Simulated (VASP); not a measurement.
Wanted: the native input for a VASP 6.6.1 run.

```
Task                   : relaxation of cell and atoms
Functional             : r2SCAN
Dispersion             : rVV10
Potentials or basis    : VASP PAW PBE potentials, release 64 (Mg)
Cutoff                 : 600 eV
k mesh                 : 7 × 7 × 4
Occupations            : fermi-dirac, width 0.01 eV
Spin                   : no spin polarisation
Dipole correction      : no
Further INCAR settings : ALGO = Normal; EDIFF = 1e-06; IBRION = 2; EDIFFG = -0.01; NSW = 60; ISIF = 3
```

The system is Mg.

```
Mg
1.0
     3.18871   -0.01795    0.00353
    -1.60990    2.74749   -0.00479
     0.00573   -0.00567    5.32230
Mg
2
Direct
  0.66667 0.33333 0.75000
  0.33333 0.66667 0.25000
```

These files were run (other wordings do the same):

POSCAR

```
Mg
1.0
    3.1887120000     -0.0179460000      0.0035270000
   -1.6098980000      2.7474860000     -0.0047890000
    0.0057260000     -0.0056710000      5.3222950000
Mg
2
Direct
    0.6666666667      0.3333333333      0.7500000000
    0.3333333333      0.6666666667      0.2500000000
```

INCAR.step1

```
SYSTEM = Mg
ALGO     = Normal         ! electronic algorithm
EDIFF    = 1E-4           ! SCF threshold, eV
ENCUT    = 600            ! plane-wave cutoff, eV
GGA      = PE             ! functional
ISMEAR   = -1             ! smearing method
LASPH    = .TRUE.         ! aspherical terms in the spheres
LCHARG   = .FALSE.        ! write CHGCAR
LREAL    = .FALSE.        ! projectors in reciprocal space
LWAVE    = .TRUE.         ! write WAVECAR
NELM     = 60             ! most SCF steps
PREC     = Accurate       ! precision mode
SIGMA    = 0.01           ! smearing width, eV
```

INCAR.step2

```
SYSTEM = Mg
ALGO     = Normal         ! electronic algorithm
BPARAM   = 11.95        
CPARAM   = 0.0093       
EDIFF    = 1E-6           ! SCF threshold, eV
EDIFFG   = -0.01          ! ionic threshold
ENCUT    = 600            ! plane-wave cutoff, eV
IBRION   = 2              ! ionic algorithm
ISIF     = 3              ! what is computed and relaxed
ISMEAR   = -1             ! smearing method
ISTART   = 1            
IVDW_NL  = 2            
LASPH    = .TRUE.         ! aspherical terms in the spheres
LCHARG   = .FALSE.        ! write CHGCAR
LMIXTAU  = .TRUE.       
LREAL    = .FALSE.        ! projectors in reciprocal space
LUSE_VDW = .TRUE.       
LWAVE    = .FALSE.        ! write WAVECAR
METAGGA  = R2SCAN         ! meta-GGA
NELM     = 60             ! most SCF steps
NSW      = 60             ! ionic steps
PREC     = Accurate       ! precision mode
SIGMA    = 0.01           ! smearing width, eV
```

KPOINTS

```
k-points
0
G
  7 7 4
  0 0 0
```

Potentials or basis: VASP PAW PBE potentials, release 64 (Mg).

Command:

```sh
$ cat potpaw_PBE.64/Mg/POTCAR > POTCAR
$ cp INCAR.step1 INCAR
$ mpirun -np 1 vasp_std > vasp.out
$ cp INCAR.step2 INCAR
$ mpirun -np 1 vasp_std > vasp.out
```

It gave:

```yaml
Relaxed_volume: 22.51 Å³/atom
Relaxed_cell: a = 3.154 Å, b = 3.152 Å, c = 5.270 Å, α = 90.10°, β = 89.94°, γ = 120.75°
Space_group_after_relaxing_to_0.1_Å: P6_3/mmc (No. 194)
Energy_gained_by_relaxing: 2.9 meV/atom
Ionic_steps: 3
Pressure_after_relaxing: 0.0 GPa
Largest_force_after_relaxing: 0.004 eV/Å
Band_gap_on_the_k_mesh: zero (bands 2 and 3 overlap by 2.31 eV)
```

Caveat: the PAW data sets were made with another functional, which shifts forces and pressure a little.

Wall time 2.8 min on 1 thread of Intel(R) Xeon(R) 6975P-C (Granite Rapids), with other jobs on the host, peak memory 0.36 GiB.
